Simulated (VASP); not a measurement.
# MgO in VASP: a series of runs, part 2 of 2

VASP 6.6.1.

## (4) Single point, r2SCAN

This run uses another cell than the first one, of 10.02 Å³/atom.

Contents of POSCAR:

```
MgO
1.0
    2.9380209034      0.0000000000      0.0000000000
   -1.4690104517      2.5444007392      0.0000000000
    0.0000000000      0.0000000000      2.6796800000
Mg O
1 1
Direct
    0.0089360000      0.0030280000      0.0028050000
    0.3401990000      0.6577370000      0.5028030000
```

Contents of INCAR.step1:

```
PREC = Accurate
ENCUT = 750
ISMEAR = 0
SIGMA = 0.1
LREAL = F
LASPH = T
NELM = 120
NBANDS = 15
GGA = PE
ALGO = Normal
EDIFF = 1E-5
LWAVE = T
LCHARG = F
GGA_COMPAT = F
```

Contents of INCAR.step2:

```
PREC = Accurate
ENCUT = 750
EDIFF = 1E-6
ISMEAR = 0
SIGMA = 0.1
LREAL = F
LASPH = T
NELM = 120
ALGO = Normal
ISIF = 2
LWAVE = F
LCHARG = F
METAGGA = R2SCAN
LMIXTAU = T
NBANDS = 15
ISTART = 1
GGA_COMPAT = F
```

Contents of KPOINTS:

```
Automatic mesh
0
Gamma
  8 8 7
```

Potentials or basis: VASP PAW PBE potentials, release 64 (Mg_sv, O).

Launch:

```
> cat potpaw_PBE.64/Mg_sv/POTCAR potpaw_PBE.64/O/POTCAR > POTCAR
> cp INCAR.step1 INCAR
> mpirun -np 1 vasp_std > vasp.out
> cp INCAR.step2 INCAR
> mpirun -np 1 vasp_std > vasp.out
```

OUTCAR:

```text
PREC = Accurate
   ENCUT = 750
   EDIFF = 1E-6
   ISMEAR = 0
   LREAL = F
   LASPH = T
   NELM = 120
   ISIF = 2
   METAGGA = R2SCAN
   ISTART = 1

 ion  position               nearest neighbor table
   1  0.009  0.003  0.003-
   2  0.340  0.658  0.503-

  LATTYP: Found a hexagonal cell.
 ALAT       =     2.9380209034
 C/A-ratio  =     0.9120697531

  Lattice vectors:

 A1 = (   2.9380209034,   0.0000000000,   0.0000000000)
 A2 = (  -1.4690104517,   2.5444007392,   0.0000000000)
 A3 = (   0.0000000000,   0.0000000000,   2.6796800000)

Analysis of symmetry for initial positions (statically):
=====================================================================
 Subroutine PRICEL returns:
 Original cell was already a primitive cell.

 Routine SETGRP: Setting up the symmetry group for a
 hexagonal supercell.

 Subroutine GETGRP returns: Found  2 space group operations
 (whereof  1 operations were pure point group operations)
 out of a pool of 24 trial point group operations.

The static configuration has the point symmetry C_1 .
 The point group associated with its full space group is C_1h.

Analysis of symmetry for dynamics (positions and initial velocities):
=====================================================================
 Subroutine PRICEL returns:
 Original cell was already a primitive cell.

 Routine SETGRP: Setting up the symmetry group for a
 hexagonal supercell.

 Subroutine GETGRP returns: Found  2 space group operations
 (whereof  1 operations were pure point group operations)
 out of a pool of 24 trial point group operations.

The dynamic configuration has the point symmetry C_1 .
 The point group associated with its full space group is C_1h.

 Subroutine INISYM returns: Found  2 space group operations
 (whereof  1 operations are pure point group operations),
 and found     1 'primitive' translations
[... 116 lines left out ...]
  volume/ion in A,a.u.               =      10.02        67.59
  Fermi-wavevector in a.u.,A,eV,Ry     =   1.518939  2.870379 31.391038  2.307176
  Thomas-Fermi vector in A             =   2.627992
   LORBIT       =      0    0 simple, 1 ext, 2 COOP (PROOUT), +10 PAW based schemes
   METAGGA = R2SCAN    functional components
   LHFCALC =     F    Hartree Fock is set to
   AEXX    =    0.0000 exact exchange contribution
   IVDW    =     0    specifies the selected vdW correction
   LEPSILON=     F    determine dielectric tensor
   LRPA    =     F    only Hartree local field effects (RPA)
 non-spin polarized calculation
 Gauss-broadening in eV      SIGMA  =   0.10
  energy-cutoff  :      750.00
  volume of cell :       20.03
 maximum number of plane-waves:       953
 NGX is ok and might be reduce to    28
   NGX = 13   NGY = 13   NGZ = 11

 number of electron      16.0000001 magnetization

 Free energy of the ion-electron system (eV)
  ---------------------------------------------------
  ext. energy  EPLUGINS =         0.00000000
  ---------------------------------------------------
  free energy    TOTEN  =       -15.41200301 eV

  energy without entropy =      -15.41200301  energy(sigma->0) =      -15.41200301

 E-fermi :   3.3501     XC(G=0): -11.6317

 val. band max:        2.6905417633   @ k =   0.3750   0.3750   0.0000
 cond. band min:       6.5041699147   @ k =   0.0000   0.0000   0.0000
 fundamental gap:      3.8136281514
 Fermi energy:         3.3501377637

 k-point     1 :       0.0000    0.0000    0.0000
  band No.  band energies     occupation
      1     -73.4078      2.00000
      2     -38.5205      2.00000
      3     -38.5087      2.00000
      4     -38.4526      2.00000
      5     -15.6856      2.00000
      6       2.0548      2.00000
      7       2.0950      2.00000
      8       2.2910      2.00000
      9       6.5042      0.00000
     10      15.6056      0.00000
     11      19.2870      0.00000
     12      19.3901      0.00000
     13      23.8462      0.00000
     14      25.0085      0.00000
[... 401 lines left out ...]
      2     -38.5731      2.00000
      3     -38.5399      2.00000
      4     -38.4444      2.00000
      5     -14.6701      2.00000
      6      -1.8985      2.00000
      7       0.8521      2.00000
      8       2.6424      2.00000
      9      10.6127      0.00000
     10      14.2946      0.00000
     11      16.9147      0.00000
     12      21.9451      0.00000
     13      22.9551      0.00000
     14      25.8636      0.00000
     15      27.1868      0.00000

 [... further k-points ...]
[... 5 lines left out ...]
  --------------------------------------------------------------------------------------
  -------------------------------------------------------------------------------------
  Total       -0.6371511     -0.6725721     -0.7517930      0.0017416      0.0000000      0.0000000
  in kB      -50.9600319    -53.7930421    -60.1292184      0.1392954      0.0000000      0.0000000
  external PRESSURE =     -54.9607641 kB  Pullay stress =       0.0000000 kB

 VOLUME and BASIS-vectors are now :
 -----------------------------------------------------------------------------
  energy-cutoff  :      750.00
  volume of cell :       20.03
      direct lattice vectors                 reciprocal lattice vectors
     2.938020903  0.000000000  0.000000000     0.340365175  0.196509926  0.000000000
    -1.469010452  2.544400739  0.000000000     0.000000000  0.393019851  0.000000000
     0.000000000  0.000000000  2.679680000     0.000000000  0.000000000  0.373178887

 POSITION                                       TOTAL-FORCE (eV/Angst)
 -----------------------------------------------------------------------------------
      0.02181      0.00770      0.00752         0.035401     -0.108637      0.000000
      0.03329      1.67355      1.34735        -0.035401      0.108637      0.000000
 -----------------------------------------------------------------------------------
    total drift:                                0.001737      0.004435      0.005819

  FREE ENERGIE OF THE ION-ELECTRON SYSTEM (eV)
  ---------------------------------------------------
  free  energy   TOTEN  =       -15.4120030072 eV

  energy  without entropy=      -15.4120030072  energy(sigma->0) =      -15.41200301
```

OUTCAR.step1:

```text
PREC = Accurate
   ENCUT = 750
   ISMEAR = 0
   LREAL = F
   LASPH = T
[... 656 lines left out ...]
 -----------------------------------------------------------------------------------
      0.02181      0.00770      0.00752         0.035130     -0.110353      0.000000
      0.03329      1.67355      1.34735        -0.035130      0.110353      0.000000
 -----------------------------------------------------------------------------------
    total drift:                               -0.000186      0.000048      0.005817

  FREE ENERGIE OF THE ION-ELECTRON SYSTEM (eV)
  ---------------------------------------------------
  free  energy   TOTEN  =       -11.2114970080 eV

  energy  without entropy=      -11.2114970080  energy(sigma->0) =      -11.21149701
```

OSZICAR.step1:

```text
N       E                     dE             d eps       ncg     rms          rms(c)
DAV:   1     0.150664390644E+03    0.15066E+03   -0.12522E+04  4080   0.162E+03
DAV:   2    -0.752441804492E+01   -0.15819E+03   -0.14936E+03  4822   0.414E+02
DAV:   3    -0.129188139631E+02   -0.53944E+01   -0.53694E+01  5247   0.748E+01
DAV:   4    -0.130046632414E+02   -0.85849E-01   -0.85841E-01  4619   0.931E+00
DAV:   5    -0.130063752519E+02   -0.17120E-02   -0.17120E-02  5277   0.111E+00    0.878E+00
DAV:   6    -0.112641298634E+02    0.17422E+01   -0.25814E+00  4213   0.152E+01    0.291E+00
DAV:   7    -0.112332215978E+02    0.30908E-01   -0.14454E-01  4780   0.343E+00    0.175E+00
DAV:   8    -0.112125436346E+02    0.20678E-01   -0.51058E-02  4983   0.239E+00    0.380E-01
DAV:   9    -0.112112554174E+02    0.12882E-02   -0.44480E-03  4815   0.591E-01    0.114E-01
DAV:  10    -0.112115069057E+02   -0.25149E-03   -0.29590E-04  4388   0.199E-01    0.619E-02
DAV:  11    -0.112114962059E+02    0.10700E-04   -0.34570E-05  5263   0.662E-02    0.578E-03
DAV:  12    -0.112114970080E+02   -0.80209E-06   -0.17184E-06  2859   0.171E-02
   1 F= -.11211497E+02 E0= -.11211497E+02  d E =-.273746E-19
```

Run time: 3 min. Hardware: 1 thread of AMD EPYC 7R13 (Zen 3), shared host; peak memory 0.17 GiB.

What came out:

| Item | Value |
| --- | --- |
| Free energy | -15.4120 eV |
| Pressure | -5.5 GPa |
| Largest force | 0.114 eV/Å |
| Band gap on the k mesh | 3.81 eV (least direct gap 4.21 eV) |

Forces on the atoms (eV/Å):
```
Mg   0.035 -0.109  0.000
O   -0.035  0.109  0.000
```

Caveat: the cell stands under tension; the PAW data sets were made with another functional, which shifts forces and pressure a little; an odd mesh through Γ misses points on the zone boundary, where band edges can lie.

## (5) Single point, r2SCAN

This run uses another cell than the first one, of 10.02 Å³/atom.

POSCAR is that of step 4.

Contents of INCAR.step1:

```
PREC = Accurate
ENCUT = 750
ISMEAR = 0
SIGMA = 0.1
LREAL = False
LASPH = True
NELM = 120
NBANDS = 15
GGA = PE
ALGO = Normal
EDIFF = 1E-5
LWAVE = True
LCHARG = False
GGA_COMPAT = False
```

Contents of INCAR.step2:

```
PREC = Accurate
ENCUT = 750
EDIFF = 1E-6
ISMEAR = 0
SIGMA = 0.1
LREAL = False
LASPH = True
NELM = 120
ALGO = Normal
ISIF = 2
LWAVE = False
LCHARG = True
METAGGA = R2SCAN
LMIXTAU = True
LELF = True
LVHAR = True
NBANDS = 15
ISTART = 1
GGA_COMPAT = False
```

Contents of KPOINTS:

```
Automatic mesh
0
Gamma
  9 9 9
```

Launch:

```
> cat potpaw_PBE.64/Mg_sv/POTCAR potpaw_PBE.64/O/POTCAR > POTCAR
> cp INCAR.step1 INCAR
> mpirun -np 1 vasp_std > vasp.out
> cp INCAR.step2 INCAR
> mpirun -np 1 vasp_std > vasp.out
```

Run time: 4.9 min. Hardware: 1 thread of Intel Xeon Platinum 8259CL at 2.50GHz (Skylake/Cascade Lake), shared host; peak memory 0.23 GiB.

It converged, with:

* Free energy: -15.4122 eV
* Pressure: -5.5 GPa
* Largest force: 0.114 eV/Å
* Band gap on the k mesh: 3.81 eV (least direct gap 4.21 eV)

Forces in eV/Å, atoms in the order of the input:
```
Mg   0.035 -0.109  0.000
O   -0.035  0.109  0.000
```

Stress tensor (GPa, compression positive):
```
-5.09  0.01  0.00
 0.01 -5.37  0.00
 0.00  0.00 -6.02
```

Levels at points of the mesh, in eV from the valence-band top:
```csv
k point,band 6,band 7,band 8,band 9,band 10,band 11
"(0.00, 0.00, 0.00)",-0.64,-0.60,-0.41,3.81,12.91,16.59
```

Caveat: the cell stands under tension; the PAW data sets were made with another functional, which shifts forces and pressure a little; an odd mesh through Γ misses points on the zone boundary, where band edges can lie.

## (6) Summary

| level | potentials or basis | cell | k mesh | cutoff (eV) | smearing | grid for exact exchange (PRECFOCK) | share of exact exchange | mended | gap on the mesh (eV) | pressure (GPa) | largest force (eV/Å) |
| --- | --- | --- | --- | --- | --- | --- | --- | --- | --- | --- | --- |
| PBE0 | VASP PAW PBE potentials, release 64 (Mg, O) | a = 2.918, b = 2.918, c = 2.662 Å, angles 90.0, 90.0, 120.0°, 2 atoms, atomic positions A | 6 × 6 × 6 | 520 | fermi-dirac 0.05 eV | Normal | 0.25 | - | 5.48 | -3.2 | - |
| PBE0 | VASP PAW PBE potentials, release 64 (Mg, O) | a = 2.938, b = 2.938, c = 2.680 Å, angles 90.0, 90.0, 120.0°, 2 atoms, atomic positions A | 6 × 6 × 6 | 520 | fermi-dirac 0.05 eV | Normal | 0.25 | - | 5.30 | -6.0 | - |
| r2SCAN | VASP PAW PBE potentials, release 64 (Mg_sv, O) | a = 2.938, b = 2.938, c = 2.680 Å, angles 90.0, 90.0, 120.0°, 2 atoms, atomic positions B | 8 × 8 × 7 | 750 | gaussian 0.1 eV | - | - | yes | 3.81 | -5.5 | 0.11 |
| r2SCAN | VASP PAW PBE potentials, release 64 (Mg_sv, O) | a = 2.938, b = 2.938, c = 2.680 Å, angles 90.0, 90.0, 120.0°, 2 atoms, atomic positions B | 9 × 9 × 9 | 750 | gaussian 0.1 eV | - | - | yes | 3.81 | -5.5 | 0.11 |

Alike in all rows: task single point; no spin polarisation.

Caveats: the cell stands under tension; the PAW data sets were made with another functional, which shifts forces and pressure a little; an odd mesh through Γ misses points on the zone boundary, where band edges can lie (at least some runs).

Total energies depend on the potentials used, so only differences within one code and one set of settings carry meaning.
